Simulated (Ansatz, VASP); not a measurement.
Two plane-wave programs on BaCu3

Contents of INCAR:

```
SYSTEM = BaCu3
ALGO = Normal
EDIFF = 1E-6
ENCUT = 520
GGA = PE
ISIF = 2
ISMEAR = 0
LASPH = .True.
LCHARG = .False.
LREAL = .False.
LWAVE = .False.
NBANDS = 30
NELM = 60
PREC = Accurate
SIGMA = 0.1
```

KPOINTS

```
k-points
0
Gamma
  4 4 4
  0 0 0
```

File POSCAR:

```
BaCu3
1.0
    0.0000000000      3.3537301300      3.3537301300
    3.3537301300      0.0000000000      3.3537301300
    3.3537301300      3.3537301300      0.0000000000
Ba Cu
1 3
Direct
    0.0000000000      0.0000000000      0.0000000000
    0.2500000000      0.2500000000      0.2500000000
    0.5000000000      0.5000000000      0.5000000000
    0.7500000000      0.7500000000      0.7500000000
```

Input for Ansatz:

```yaml
crystal:
  lattice:
    - [0.0, 3.35373013, 3.35373013]
    - [3.35373013, 0.0, 3.35373013]
    - [3.35373013, 3.35373013, 0.0]
  atoms:
    - { symbol: Ba, position: [0.0, 0.0, 0.0] }
    - { symbol: Cu, position: [0.25, 0.25, 0.25] }
    - { symbol: Cu, position: [0.5, 0.5, 0.5] }
    - { symbol: Cu, position: [0.75, 0.75, 0.75] }
basis:
  ecutwfc: 420
kpoints:
  mp_grid: { grid: [4, 4, 4] }
hamiltonian:
  xc: pbe
scf:
  occupations: { method: gaussian, width: 0.1 }
  lower_state_search: "off"
output:
  forces: true
  stress: true
  eigenvalues: true
```

Alike in both runs: task single point; functional PBE; k mesh 4 × 4 × 4; occupations gaussian, width 0.1 eV; no spin polarisation.

|  | VASP | Ansatz |
| --- | --- | --- |
| version | VASP 6.6.1 | Ansatz 0.2.0 |
| potentials or method | VASP PAW PBE potentials, release 64 (Ba_sv, Cu), cutoff 520 eV | scalar-relativistic, plane waves, PAW |
| valence electrons in the cell | 43 | 67 |

Ansatz gave:

- gap on the k mesh at the Fermi level (eV): none
- pressure (GPa): 7.7

Problem. Estimate VASP's values.

Solution. gap on the k mesh at the Fermi level (eV): none; pressure (GPa): 8.8.

A gap of «none» marks a metal or a gap that the smearing closes. VASP's potentials hold 43 valence electrons a cell and Ansatz's 67, so a difference there can come from the potentials and not from the codes.

The k mesh is coarse, so the values compare programs but aren't converged. Spin-orbit coupling is off throughout.
